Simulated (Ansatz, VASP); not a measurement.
**Two plane-wave programs on CuI**

INCAR

```
SYSTEM = CuI
PREC     = Accurate       ! precision mode
ENCUT    = 600            ! plane-wave cutoff, eV
EDIFF    = 1E-6           ! SCF threshold, eV
ISMEAR   = 0              ! smearing method
SIGMA    = 0.01           ! smearing width, eV
LREAL    = .FALSE.        ! projectors in reciprocal space
LASPH    = .TRUE.         ! aspherical terms in the spheres
NELM     = 120            ! most SCF steps
ALGO     = Normal         ! electronic algorithm
ISIF     = 2              ! what is computed and relaxed
LWAVE    = .FALSE.        ! write WAVECAR
LCHARG   = .FALSE.        ! write CHGCAR
GGA      = PS             ! functional
NBANDS   = 26             ! bands
GGA_COMPAT= .FALSE.
```

The input KPOINTS:

```
Automatic mesh
0
G
  6 6 4
  0 0 0
```

Contents of POSCAR:

```
CuI
1.0
    4.0056276822      0.0000000000      0.0000000000
    0.0000000000      4.0056276822      0.0000000000
    0.0000000000      0.0000000000      6.4736384715
Cu I
2 2
Direct
    0.0000000000      0.0000000000      0.0000000000
    0.5000000000      0.5000000000      0.0000000000
    0.0000000000      0.5000000000      0.2614620756
    0.5000000000      0.0000000000      0.7385379244
```

Input for Ansatz:

```yaml
crystal:
  lattice:
    - [4.00562768215, 0.0, 0.0]
    - [0.0, 4.00562768215, 0.0]
    - [0.0, 0.0, 6.4736384715]
  atoms:
    - { symbol: Cu, position: [0.0, 0.0, 0.0] }
    - { symbol: Cu, position: [0.5, 0.5, 0.0] }
    - { symbol: I, position: [0.0, 0.5, 0.261462075562] }
    - { symbol: I, position: [0.5, 0.0, 0.738537924438] }
kpoints:
  mp_grid: { grid: [6, 6, 4] }
scf:
  occupations: { method: fixed }
hamiltonian:
  xc: pbesol
  pseudopotentials: { kind: paw }
output:
  forces: true
  stress: true
  eigenvalues: true
  eigenstates:
    nscf_kmesh: { grid: [8, 8, 6] }
    de_dk: true
    e_range: [-9, 11.52086768041]
  optics:
    e_range: [0, 25]
    de: 0.2
    sigma: 0.1
    bands: { spectra_wanted_up_to: 25 }
    nscf_kmesh: { grid: [8, 8, 6] }
checkpoint:
  write: ck
  write_wavefunctions: false
```

Alike in both runs: task single point; functional PBEsol; k mesh 6 × 6 × 4; no spin polarisation.

|  | VASP | Ansatz |
| --- | --- | --- |
| version | VASP 6.6.1 | Ansatz 0.2.0 |
| potentials or method | VASP PAW PBE potentials, release 64 (Cu, I) | PAW with Ansatz's default frozen-core files, scalar-relativistic |
| plane-wave cutoff (eV) | 600 | 420 |
| occupations | gaussian, width 0.01 eV | fixed |
| valence electrons in the cell | 36 | 72 |

Ansatz gave:

```
gap on the k mesh at the Fermi level (eV) : 1.52
pressure (GPa)                            : 0.0
rms of the force components (eV/Å)        : 0.000
```

Problem. Estimate VASP's values.

Solution. gap on the k mesh at the Fermi level (eV): 1.53; pressure (GPa): 0.2; rms of the force components (eV/Å): 0.009.

VASP's potentials were made for PBE, not for PBEsol. Atom by atom the forces differ by 0.009 eV/Å (rms over components). VASP's potentials hold 36 valence electrons a cell and Ansatz's 72, so a difference there can come from the potentials and not from the codes.

Neither program's run includes spin-orbit coupling.
